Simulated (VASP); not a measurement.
Wanted: the native input for a VASP 6.6.1 run.

* Task: single point
* Functional: PBEsol
* Potentials or basis: VASP PAW PBE potentials, release 64 (Al, N)
* Cutoff: 600 eV
* k mesh: 12 × 12 × 6
* Occupations: gaussian, width 0.05 eV
* Spin: no spin polarisation
* Dipole correction: no
* Further INCAR settings: ALGO = Normal; EDIFF = 1e-06; NBANDS = 16

The structure of AlN lies in POSCAR:

```
AlN
1.0
    3.2382403522      0.0000000000      0.0000000000
   -1.6191201761      2.8043984086      0.0000000000
    0.0000000000      0.0000000000      4.9834165464
Al N
2 2
Direct
    0.3333333333      0.6666666667      0.0015080761
    0.6666666667      0.3333333333      0.5015080761
    0.3333333333      0.6666666667      0.3834919239
    0.6666666667      0.3333333333      0.8834919239
```

This cell differs from its parent crystal: strain +0.040 along x and y, +0.000 along z.

One way to write it, as run:

INCAR

```
PREC     = Accurate       # precision mode
ENCUT    = 600            # plane-wave cutoff, eV
EDIFF    = 1E-6           # SCF threshold, eV
ISMEAR   = 0              # smearing method
SIGMA    = 0.05           # smearing width, eV
LREAL    = False          # projectors in reciprocal space
LASPH    = True           # aspherical terms in the spheres
NELM     = 120            # most SCF steps
ALGO     = Normal         # electronic algorithm
ISIF     = 2              # what is computed and relaxed
LWAVE    = False          # write WAVECAR
LCHARG   = False          # write CHGCAR
GGA      = PS             # functional
NBANDS   = 16             # bands
GGA_COMPAT= False
```

KPOINTS

```
regular mesh
0
Gamma
  12 12 6
```

Potentials or basis: VASP PAW PBE potentials, release 64 (Al, N).

Launch:

```bash
$ cat potpaw_PBE.64/Al/POTCAR potpaw_PBE.64/N/POTCAR > POTCAR
$ mpirun -np 1 vasp_std > vasp.out
```

It gave:

- Pressure: -13.7 GPa
- Largest force: 0.334 eV/Å
- Band gap on the k mesh: 3.35 eV

Caveat: the cell differs from its parent crystal (strain +0.040 along x and y, +0.000 along z); the cell stands under tension; the PAW data sets were made with another functional, which shifts forces and pressure a little.

Wall time 21 s on 1 thread of Intel(R) Xeon(R) 6975P-C (Granite Rapids), on a shared host, peak memory 0.2 GiB.
